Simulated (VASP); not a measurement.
# SiNi (Pnma) in VASP: settings compared

Aim: see how the results for SiNi move with the level of theory and the settings. Levels: PBE+D4, revPBE+D4. Tasks: single point.

All numbers are computed with VASP 6.6.1; they aren't measurements. Logs are shortened: lines on timing, memory, paths and dates and some standing lists are left out, and cuts for length are marked.

**1. The cell of the first run**

The structure is orthorhombic, space group Pnma (No. 62). Conventional cell: a = 5.076 Å, b = 3.372 Å, c = 5.527 Å, α = 90.00°, β = 90.00°, γ = 90.00°. Within 3.0 Å of Ni (site symmetry m) lie 6 Si at 2.27 to 2.38 Å and 4 Ni at 2.63 to 2.67 Å. Within 3.5 Å of Si (site symmetry m) lie 7 Ni at 2.27 to 3.43 Å and 10 Si at 2.65 to 3.37 Å.

**2. Single point, PBE+D4, collinear spin, ferromagnetic start**

INCAR

```
SYSTEM = SiNi
  PREC = Accurate
  ENCUT = 520
  EDIFF = 1E-6
  ISMEAR = -1
  SIGMA = 0.05
  LREAL = .False.
  LASPH = .True.
  NELM = 150
  ALGO = Normal
  ISIF = 2
  LWAVE = .False.
  LCHARG = .True.
  ISPIN = 2
  MAGMOM = 1 1 1 1 0 0 0 0
  LORBIT = 11
  LMAXMIX = 4
  GGA = PE
  IVDW = 13
  LELF = .True.
  LVHAR = .True.
  NBANDS = 42
```

KPOINTS

```
regular mesh
0
Gamma
  5 8 5
  0 0 0
```

POSCAR

```
SiNi
1.0
    5.0755669782      0.0000000000      0.0000000000
    0.0000000000      3.3715492237      0.0000000000
    0.0000000000      0.0000000000      5.5273137393
Ni Si
4 4
Direct
    0.9901497576      0.7500000000      0.8127440357
    0.5098502424      0.2500000000      0.3127440357
    0.4901497576      0.7500000000      0.6872559643
    0.0098502424      0.2500000000      0.1872559643
    0.6774578073      0.2500000000      0.9129826107
    0.8225421927      0.7500000000      0.4129826107
    0.1774578073      0.2500000000      0.5870173893
    0.3225421927      0.7500000000      0.0870173893
```

Potentials or basis: VASP PAW PBE potentials, release 64 (Ni, Si).

Run with:

```sh
cat potpaw_PBE.64/Ni/POTCAR potpaw_PBE.64/Si/POTCAR > POTCAR
mpirun -np 1 vasp_std > vasp.out
```

OUTCAR:

```text
SYSTEM = SiNi
   PREC = Accurate
   ENCUT = 520
   EDIFF = 1E-6
   ISMEAR = -1
   LREAL = .False.
   LASPH = .True.
   NELM = 150
   ISIF = 2
   ISPIN = 2
   LORBIT = 11
   GGA = PE
   IVDW = 13

 ion  position               nearest neighbor table
   1  0.990  0.750  0.813-   8 2.27   7 2.30   7 2.30   6 2.37   5 2.38   5 2.38   3 2.63   3 2.63
                             4 2.67   4 2.67
   2  0.510  0.250  0.313-   7 2.27   8 2.30   8 2.30   5 2.37   6 2.38   6 2.38   4 2.63   4 2.63
                             3 2.67   3 2.67
   3  0.490  0.750  0.687-   6 2.27   5 2.30   5 2.30   8 2.37   7 2.38   7 2.38   1 2.63   1 2.63
                             2 2.67   2 2.67
   4  0.010  0.250  0.187-   5 2.27   6 2.30   6 2.30   7 2.37   8 2.38   8 2.38   2 2.63   2 2.63
                             1 2.67   1 2.67
   5  0.677  0.250  0.913-   4 2.27   3 2.30   3 2.30   2 2.37   1 2.38   1 2.38   8 2.65   8 2.65
                             7 3.11   7 3.11
   6  0.823  0.750  0.413-   3 2.27   4 2.30   4 2.30   1 2.37   2 2.38   2 2.38   7 2.65   7 2.65
                             8 3.11   8 3.11
   7  0.177  0.250  0.587-   2 2.27   1 2.30   1 2.30   4 2.37   3 2.38   3 2.38   6 2.65   6 2.65
                             5 3.11   5 3.11
   8  0.323  0.750  0.087-   1 2.27   2 2.30   2 2.30   3 2.37   4 2.38   4 2.38   5 2.65   5 2.65
                             6 3.11   6 3.11

  LATTYP: Found a simple orthorhombic cell.
 ALAT       =     3.3715492237
 B/A-ratio  =     1.5054109080
 C/A-ratio  =     1.6393987964

  Lattice vectors:

 A1 = (   0.0000000000,  -3.3715492237,   0.0000000000)
 A2 = (   5.0755669782,   0.0000000000,   0.0000000000)
 A3 = (   0.0000000000,   0.0000000000,   5.5273137393)

Analysis of symmetry for initial positions (statically):
=====================================================================
 Subroutine PRICEL returns:
 Original cell was already a primitive cell.

 Routine SETGRP: Setting up the symmetry group for a
 simple orthorhombic supercell.

 Subroutine GETGRP returns: Found  8 space group operations
 (whereof  2 operations were pure point group operations)
 out of a pool of  8 trial point group operations.

The static configuration has the point symmetry S_2 .
 The point group associated with its full space group is D_2h.

Analysis of symmetry for dynamics (positions and initial velocities):
=====================================================================
 Subroutine PRICEL returns:
 Original cell was already a primitive cell.

 Routine SETGRP: Setting up the symmetry group for a
 simple orthorhombic supercell.

 Subroutine GETGRP returns: Found  8 space group operations
 (whereof  2 operations were pure point group operations)
 out of a pool of  8 trial point group operations.

The dynamic configuration has the point symmetry S_2 .
 The point group associated with its full space group is D_2h.

Analysis of structural, dynamic, and magnetic symmetry:
=====================================================================
 Subroutine PRICEL returns:
 Original cell was already a primitive cell.

 Routine SETGRP: Setting up the symmetry group for a
 simple orthorhombic supercell.

 Subroutine GETGRP returns: Found  8 space group operations
 (whereof  2 operations were pure point group operations)
 out of a pool of  8 trial point group operations.

The overall configuration has the point symmetry S_2 .
 The point group associated with its full space group is D_2h.

 Subroutine INISYM returns: Found  8 space group operations
 (whereof  2 operations are pure point group operations),
 and found     1 'primitive' translations

----------------------------------------------------------------------------------------

                                     Primitive cell

  volume of cell :      94.5863

  direct lattice vectors                    reciprocal lattice vectors
     5.075566978  0.000000000  0.000000000     0.197022324  0.000000000  0.000000000
     0.000000000  3.371549224  0.000000000     0.000000000  0.296599555  0.000000000
     0.000000000  0.000000000  5.527313739     0.000000000  0.000000000  0.180919710

  length of vectors
     5.075566978  3.371549224  5.527313739     0.197022324  0.296599555  0.180919710

  position of ions in fractional coordinates (direct lattice)
     0.990149758  0.750000000  0.812744036
     0.509850242  0.250000000  0.312744036
     0.490149758  0.750000000  0.687255964
     0.009850242  0.250000000  0.187255964
     0.677457807  0.250000000  0.912982611
     0.822542193  0.750000000  0.412982611
     0.177457807  0.250000000  0.587017389
     0.322542193  0.750000000  0.087017389

  ion indices of the primitive-cell ions
   primitive index   ion index
                 1           1
                 2           2
                 3           3
                 4           4
                 5           5
                 6           6
                 7           7
                 8           8

----------------------------------------------------------------------------------------

 KPOINTS: regular mesh

Automatic generation of k-mesh.
 Grid dimensions read from file:
 generate k-points for:    5    8    5

 Generating k-lattice:

  Cartesian coordinates                     Fractional coordinates (reciprocal lattice)
     0.039404465  0.000000000  0.000000000     0.200000000  0.000000000  0.000000000
     0.000000000  0.037074944  0.000000000     0.000000000  0.125000000  0.000000000
     0.000000000  0.000000000  0.036183942     0.000000000  0.000000000  0.200000000

  Length of vectors
     0.039404465  0.037074944  0.036183942

  Shift w.r.t. Gamma in fractional coordinates (k-lattice)
     0.000000000  0.000000000  0.000000000

 Subroutine IBZKPT returns following result:
 ===========================================

 Found     45 irreducible k-points:

 Following reciprocal coordinates:
            Coordinates               Weight
  0.000000  0.000000  0.000000      1.000000
  0.200000  0.000000  0.000000      2.000000
  0.400000  0.000000  0.000000      2.000000
  0.000000  0.125000  0.000000      2.000000
  0.200000  0.125000  0.000000      4.000000
  0.400000  0.125000  0.000000      4.000000
[... 16 lines left out ...]
  0.200000  0.250000  0.200000      8.000000
  0.400000  0.250000  0.200000      8.000000
 [... further k-points ...]
   k-points           NKPTS =     45   k-points in BZ     NKDIM =     45   number of bands    NBANDS=     42
   number of dos      NEDOS =    301   number of ions     NIONS =      8
   total plane-waves  NPLWV =  47040
   dimension x,y,z NGX =    40 NGY =   28 NGZ =   42
   dimension x,y,z NGXF=    80 NGYF=   56 NGZF=   84
   ions per type =               4   4
   NGX,Y,Z   is equivalent  to a cutoff of  13.10, 13.81, 12.63 a.u.
   NGXF,Y,Z  is equivalent  to a cutoff of  26.20, 27.61, 25.26 a.u.
 SYSTEM =  SiNi
   PREC   = accura    normal or accurate (medium, high low for compatibility)
   ISTART =      0    job   : 0-new  1-cont  2-samecut
   ICHARG =      2    charge: 1-file 2-atom 10-const
   ISPIN  =      2    spin polarized calculation?
   LNONCOLLINEAR =      F non collinear calculations
   LSORBIT =      F    spin-orbit coupling
   LASPH  =      T    aspherical Exc in radial PAW
   ENCUT  =  520.0 eV  38.22 Ry    6.18 a.u.   9.44  6.27 10.28*2*pi/ulx,y,z
   NELM   =    150;   NELMIN=  2; NELMDL= -5     # of ELM steps
   EDIFF  = 0.1E-05   stopping-criterion for ELM
   LREAL  =      F    real-space projection
   EDIFFG = 0.1E-04   stopping-criterion for IOM
   NSW    =      0    number of steps for IOM
   IBRION =     -1    ionic relax: 0-MD 1-quasi-New 2-CG
   NFREE  =      0    steps in history (QN), initial steepest desc. (CG)
   ISIF   =      2    stress and relaxation
   ISYM   =      2    0-nonsym 1-usesym 2-fastsym
   POTIM  = 0.5000    time-step for ionic-motion
   TEBEG  =    0.0;   TEEND  =   0.0 temperature during run
   PSTRESS=    0.0 pullay stress
   NELECT =      56.0000    total number of electrons
   NUPDOWN=      -1.0000    fix difference up-down
   EMIN   =  10.00;   EMAX   =-10.00  energy-range for DOS
   EFERMI =   0.00;   METHOD = LEGACY
   ISMEAR =    -1;   SIGMA  =   0.05  broadening in eV -4-tet -1-fermi 0-gaus
   EFERMI_NEDOS =   21; number of points for ismear=-14 and -15
   IALGO  =     38    algorithm
   IMIX   =      4    mixing-type and parameters
     AMIX     =   0.40;   BMIX     =  1.00
     AMIX_MAG =   1.60;   BMIX_MAG =  1.00
  volume/ion in A,a.u.               =      11.82        79.79
  Fermi-wavevector in a.u.,A,eV,Ry     =   1.374658  2.597728 25.710734  1.889686
  Thomas-Fermi vector in A             =   2.500065
   LORBIT       =     11    0 simple, 1 ext, 2 COOP (PROOUT), +10 PAW based schemes
   GGA     = PE    functional components
   LHFCALC =     F    Hartree Fock is set to
   AEXX    =    0.0000 exact exchange contribution
   IVDW    =    13    specifies the selected vdW correction
   LEPSILON=     F    determine dielectric tensor
   LRPA    =     F    only Hartree local field effects (RPA)
 spin polarized calculation
  energy-cutoff  :      520.00
  volume of cell :       94.59
 maximum number of plane-waves:      2566
 NGX is ok and might be reduce to    40
   NGX = 19   NGY = 13   NGZ = 21

 number of electron      56.0000027 magnetization       0.0003761

 number of electron      56.0000027 magnetization      -0.0000545

 Free energy of the ion-electron system (eV)
  ---------------------------------------------------
  ext. energy  EPLUGINS =         0.00000000
  ---------------------------------------------------
  free energy    TOTEN  =       -47.55886644 eV

  energy without entropy =      -47.54690702  energy(sigma->0) =      -47.55288673

 E-fermi :  10.8036     XC(G=0): -12.3328

 val. band max:       10.7127314650   @ k =   0.0000   0.2500   0.2000
 cond. band min:      10.8235951952   @ k =   0.0000   0.3750   0.4000
 fundamental gap:      0.1108637302
 Fermi energy:        10.8036098594

 spin component 1

 k-point     1 :       0.0000    0.0000    0.0000
  band No.  band energies     occupation
      1      -2.4153      1.00000
      2       1.0746      1.00000
      3       2.2758      1.00000
      4       2.9754      1.00000
      5       4.1870      1.00000
      6       4.6913      1.00000
[... 32 lines left out ...]
     39      17.8909      0.00000
[... 988 lines left out ...]
     39      18.2497      0.00000
     40      18.5884      0.00000

 [... further k-points ...]

 spin component 2

 k-point     1 :       0.0000    0.0000    0.0000
  band No.  band energies     occupation
      1      -2.4153      1.00000
      2       1.0745      1.00000
      3       2.2758      1.00000
      4       2.9753      1.00000
      5       4.1870      1.00000
      6       4.6913      1.00000
[... 32 lines left out ...]
     39      17.8908      0.00000
[... 988 lines left out ...]
     39      18.2496      0.00000
     40      18.5883      0.00000

 [... further k-points ...]

 [bands above 40 left out]

------------------------ aborting loop because EDIFF is reached ----------------------------------------

  DFT-D4 for vdW energy calculation

  Edisp (eV):   -3.86951

  FORCE on cell =-STRESS in cart. coord.  units (eV):
  Direction    XX          YY          ZZ          XY          YZ          ZX
  --------------------------------------------------------------------------------------
  -------------------------------------------------------------------------------------
  Total       0.02826    -0.01098     0.02867     0.00000     0.00000     0.00000
  in kB       0.47863    -0.18602     0.48563     0.00000     0.00000     0.00000
  external pressure =        0.26 kB  Pullay stress =        0.00 kB

 VOLUME and BASIS-vectors are now :
 -----------------------------------------------------------------------------
  energy-cutoff  :      520.00
  volume of cell :       94.59
      direct lattice vectors                 reciprocal lattice vectors
     5.075566978  0.000000000  0.000000000     0.197022324  0.000000000  0.000000000
     0.000000000  3.371549224  0.000000000     0.000000000  0.296599555  0.000000000
     0.000000000  0.000000000  5.527313739     0.000000000  0.000000000  0.180919710

 POSITION                                       TOTAL-FORCE (eV/Angst)
 -----------------------------------------------------------------------------------
      5.02557      2.52866      4.49229        -0.011380      0.000000      0.004159
      2.58778      0.84289      1.72863         0.011380     -0.000000      0.004159
      2.48779      2.52866      3.79868        -0.011380      0.000000     -0.004159
      0.05000      0.84289      1.03502         0.011380      0.000000     -0.004159
      3.43848      0.84289      5.04634         0.000730      0.000000     -0.003555
      4.17487      2.52866      2.28268        -0.000730      0.000000     -0.003555
      0.90070      0.84289      3.24463         0.000730     -0.000000      0.003555
      1.63708      2.52866      0.48097        -0.000730      0.000000      0.003555
 -----------------------------------------------------------------------------------
    total drift:                                0.000000      0.000000     -0.000000

  FREE ENERGIE OF THE ION-ELECTRON SYSTEM (eV)
  ---------------------------------------------------
  free  energy   TOTEN  =       -51.4283726680 eV

  energy  without entropy=      -51.4164132416  energy(sigma->0) =      -51.42239295

 total charge

# of ion       s       p       d       tot
------------------------------------------
    1        0.509   0.668   8.460   9.637
    2        0.509   0.668   8.460   9.637
    3        0.509   0.668   8.460   9.637
    4        0.509   0.668   8.460   9.637
    5        0.760   0.865   0.000   1.625
    6        0.760   0.865   0.000   1.625
    7        0.760   0.865   0.000   1.625
    8        0.760   0.865   0.000   1.625
--------------------------------------------------
tot          5.079   6.132  33.840  45.050

 magnetization (x)

# of ion       s       p       d       tot
------------------------------------------
    1        0.000  -0.000   0.000   0.000
    2        0.000  -0.000   0.000   0.000
    3        0.000  -0.000   0.000   0.000
    4        0.000  -0.000   0.000   0.000
    5       -0.000  -0.000   0.000  -0.000
    6       -0.000  -0.000   0.000  -0.000
    7       -0.000  -0.000   0.000  -0.000
    8       -0.000  -0.000   0.000  -0.000
--------------------------------------------------
tot         -0.000  -0.000   0.000   0.000
```

Wall time 5.7 min (1 thread of Intel Xeon Platinum 8259CL at 2.50GHz (Skylake/Cascade Lake), shared host); peak memory 0.41 GiB.

Results:

```yaml
Free_energy: -51.4284 eV
Pressure: 0.0 GPa
Largest_force: 0.012 eV/Å
Band_gap_on_the_k_mesh: zero (filled and empty bands overlap)
Net_moment: 0.00 μB per cell
Valence_electrons_inside_the_program's_atomic_spheres: Ni 9.64; Si 1.62
Dispersion_energy_per_atom: -0.484 eV
```

Forces on the atoms (eV/Å):
```
Ni  -0.011  0.000  0.004
Ni   0.011  0.000  0.004
Ni  -0.011  0.000 -0.004
Ni   0.011  0.000 -0.004
Si   0.001  0.000 -0.004
Si  -0.001  0.000 -0.004
Si   0.001  0.000  0.004
Si  -0.001  0.000  0.004
```

Caveat: the moments typed at the start vanished in this run.

[end of part 1 of 2]

The gap in the log of VASP goes by the Fermi energy; the results here count the filled bands.